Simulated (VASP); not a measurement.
# Ca (I4/mmm) in VASP: notebook

Aim: see how the results for Ca move with the level of theory and the settings. Levels: PBE, BLYP+D3(BJ), LDA. Tasks: single point.

Everything below comes from runs of VASP 6.6.1. Logs are shortened: lines on timing, memory, paths and dates and some standing lists are left out, and cuts for length are marked.

### Step 1. The cell of the first run

Symmetry: I4/mmm, No. 139, tetragonal system. Conventional cell: a = 4.410 Å, b = 4.410 Å, c = 4.392 Å, α = 90.00°, β = 90.00°, γ = 90.00°. Ca (site symmetry 4/mmm) has 14 Ca at 3.81 to 4.41 Å within 5.0 Å.

### Step 2. Single point, PBE

INCAR

```
PREC     = Accurate       # precision mode
ENCUT    = 520            # plane-wave cutoff, eV
EDIFF    = 1E-6           # SCF threshold, eV
ISMEAR   = -1             # smearing method
SIGMA    = 0.05           # smearing width, eV
LREAL    = False          # projectors in reciprocal space
LASPH    = True           # aspherical terms in the spheres
NELM     = 60             # most SCF steps
ALGO     = Normal         # electronic algorithm
ISIF     = 2              # what is computed and relaxed
LWAVE    = False          # write WAVECAR
LCHARG   = False          # write CHGCAR
GGA      = PE             # functional
NBANDS   = 11             # bands
```

KPOINTS

```
Automatic mesh
0
Gamma
  9 9 9
```

POSCAR

```
Ca
1.0
   -2.2052049036      2.2052049036      2.1961148100
    2.2052049036     -2.2052049036      2.1961148100
    2.2052049036      2.2052049036     -2.1961148100
Ca
1
Direct
    0.5000000000      0.5000000000      0.0000000000
```

Potentials or basis: VASP PAW PBE potentials, release 64 (Ca_sv).

Started as:

```bash
$ cat potpaw_PBE.64/Ca_sv/POTCAR > POTCAR
$ mpirun -np 1 vasp_std > vasp.out
```

OUTCAR:

```text
PREC = Accurate
   ENCUT = 520
   EDIFF = 1E-6
   ISMEAR = -1
   LREAL = False
   LASPH = True
   NELM = 60
   ISIF = 2
   GGA = PE

 ion  position               nearest neighbor table
   1  0.500  0.500  0.000-

  LATTYP: Found a body centered tetragonal cell.
 ALAT       =     4.4104098072
 C/A-ratio  =     0.9958778916

  Lattice vectors:

 A1 = (  -2.2052049036,   2.2052049036,   2.1961148100)
 A2 = (   2.2052049036,  -2.2052049036,   2.1961148100)
 A3 = (   2.2052049036,   2.2052049036,  -2.1961148100)

Analysis of symmetry for initial positions (statically):
=====================================================================
 Subroutine PRICEL returns:
 Original cell was already a primitive cell.

 Routine SETGRP: Setting up the symmetry group for a
 body centered tetragonal supercell.

 Subroutine GETGRP returns: Found 16 space group operations
 (whereof 16 operations were pure point group operations)
 out of a pool of 16 trial point group operations.

The static configuration has the point symmetry D_4h.

Analysis of symmetry for dynamics (positions and initial velocities):
=====================================================================
 Subroutine PRICEL returns:
 Original cell was already a primitive cell.

 Routine SETGRP: Setting up the symmetry group for a
 body centered tetragonal supercell.

 Subroutine GETGRP returns: Found 16 space group operations
 (whereof 16 operations were pure point group operations)
 out of a pool of 16 trial point group operations.

The dynamic configuration has the point symmetry D_4h.

 Subroutine INISYM returns: Found 16 space group operations
 (whereof 16 operations are pure point group operations),
 and found     1 'primitive' translations

----------------------------------------------------------------------------------------

                                     Primitive cell

  volume of cell :      42.7182

  direct lattice vectors                    reciprocal lattice vectors
    -2.205204904  2.205204904  2.196114810     0.000000000  0.226736300  0.227674800
     2.205204904 -2.205204904  2.196114810     0.226736300  0.000000000  0.227674800
     2.205204904  2.205204904 -2.196114810     0.226736300  0.226736300  0.000000000

  length of vectors
     3.814285987  3.814285987  3.814285987     0.321317855  0.321317855  0.320653550

[... 81 lines left out ...]
   NSW    =      0    number of steps for IOM
   IBRION =     -1    ionic relax: 0-MD 1-quasi-New 2-CG
   NFREE  =      0    steps in history (QN), initial steepest desc. (CG)
   ISIF   =      2    stress and relaxation
   ISYM   =      2    0-nonsym 1-usesym 2-fastsym
   POTIM  = 0.5000    time-step for ionic-motion
   TEBEG  =    0.0;   TEEND  =   0.0 temperature during run
   PSTRESS=    0.0 pullay stress
   NELECT =      10.0000    total number of electrons
   NUPDOWN=      -1.0000    fix difference up-down
   EMIN   =  10.00;   EMAX   =-10.00  energy-range for DOS
   EFERMI =   0.00;   METHOD = LEGACY
   ISMEAR =    -1;   SIGMA  =   0.05  broadening in eV -4-tet -1-fermi 0-gaus
   EFERMI_NEDOS =   21; number of points for ismear=-14 and -15
   IALGO  =     38    algorithm
   IMIX   =      4    mixing-type and parameters
     AMIX     =   0.40;   BMIX     =  1.00
     AMIX_MAG =   1.60;   BMIX_MAG =  1.00
  volume/ion in A,a.u.               =      42.72       288.28
  Fermi-wavevector in a.u.,A,eV,Ry     =   1.008952  1.906643 13.850516  1.017984
  Thomas-Fermi vector in A             =   2.141851
   LORBIT       =      0    0 simple, 1 ext, 2 COOP (PROOUT), +10 PAW based schemes
   GGA     = PE    functional components
   LHFCALC =     F    Hartree Fock is set to
   AEXX    =    0.0000 exact exchange contribution
   IVDW    =     0    specifies the selected vdW correction
   LEPSILON=     F    determine dielectric tensor
   LRPA    =     F    only Hartree local field effects (RPA)
 non-spin polarized calculation
  energy-cutoff  :      520.00
  volume of cell :       42.72
 maximum number of plane-waves:      1161
   NGX = 15   NGY = 15   NGZ = 15

 number of electron      10.0000001 magnetization

 Free energy of the ion-electron system (eV)
  ---------------------------------------------------
  ext. energy  EPLUGINS =         0.00000000
  ---------------------------------------------------
  free energy    TOTEN  =        -1.91789807 eV

  energy without entropy =       -1.90285819  energy(sigma->0) =       -1.91037813

 E-fermi :   1.9717     XC(G=0):  -7.6980

 val. band max:        1.9630894841   @ k =  -0.4444   0.4444   0.4444
 cond. band min:       1.9725885099   @ k =  -0.4444  -0.4444   0.4444
 fundamental gap:      0.0094990258
 Fermi energy:         1.9717320764

 k-point     1 :       0.0000    0.0000    0.0000
  band No.  band energies     occupation
      1     -40.1332      2.00000
      2     -21.0505      2.00000
      3     -21.0497      2.00000
      4     -21.0497      2.00000
      5      -2.0875      2.00000
      6       4.2232      0.00000
      7       4.2415      0.00000
      8       4.2415      0.00000
      9       5.2648      0.00000
     10       5.2882      0.00000
     11      12.0854      0.00000
[... 309 lines left out ...]
 k-point    24 :       0.4444    0.4444   -0.0000
  band No.  band energies     occupation
      1     -40.1188      2.00000
      2     -21.1784      2.00000
      3     -21.1000      2.00000
      4     -21.0551      2.00000
      5       1.2153      2.00000
      6       1.9253      1.43387
      7       3.2352      0.00000
      8       5.1157      0.00000
      9       5.5519      0.00000
     10       6.3784      0.00000
     11       7.1146      0.00000

 [... further k-points ...]

------------------------ aborting loop because EDIFF is reached ----------------------------------------

  FORCE on cell =-STRESS in cart. coord.  units (eV):
  Direction    XX          YY          ZZ          XY          YZ          ZX
  --------------------------------------------------------------------------------------
  -------------------------------------------------------------------------------------
  Total       -0.0464305     -0.0464305     -0.0476532      0.0000000      0.0000000      0.0000000
  in kB       -1.7414116     -1.7414116     -1.7872686      0.0000000      0.0000000      0.0000000
  external PRESSURE =      -1.7566973 kB  Pullay stress =       0.0000000 kB

 VOLUME and BASIS-vectors are now :
 -----------------------------------------------------------------------------
  energy-cutoff  :      520.00
  volume of cell :       42.72
      direct lattice vectors                 reciprocal lattice vectors
    -2.205204904  2.205204904  2.196114810     0.000000000  0.226736300  0.227674800
     2.205204904 -2.205204904  2.196114810     0.226736300  0.000000000  0.227674800
     2.205204904  2.205204904 -2.196114810     0.226736300  0.226736300  0.000000000

 POSITION                                       TOTAL-FORCE (eV/Angst)
 -----------------------------------------------------------------------------------
      0.00000      0.00000      2.19611         0.000000     -0.000000      0.000000
 -----------------------------------------------------------------------------------
    total drift:                                0.000000     -0.000000      0.000000

  FREE ENERGIE OF THE ION-ELECTRON SYSTEM (eV)
  ---------------------------------------------------
  free  energy   TOTEN  =        -1.9178980729 eV

  energy  without entropy=       -1.9028581940  energy(sigma->0) =       -1.91037813
```

stdout:

```text
POSCAR found type information on POSCAR Ca
 POSCAR found :  1 types and       1 ions
 scaLAPACK will be used
 LDA part: xc-table for (Slater+PW92), standard interpolation
 POSCAR, INCAR and KPOINTS ok, starting setup
 FFT: planning ... GRIDC
 FFT: planning ... GRID_SOFT
 FFT: planning ... GRID
 WAVECAR not read
 entering main loop
```

It took 23 s on 1 thread of Intel Xeon Platinum 8488C (Sapphire Rapids), shared host; peak memory 0.17 GiB.

What came out:

```
Free energy            : -1.9179 eV
Pressure               : -0.2 GPa
Band gap on the k mesh : zero (band 5 reaches 2.13 eV, above the bottom of band 6 at 1.93 eV)
```

(Continued in part 2 of 2.)
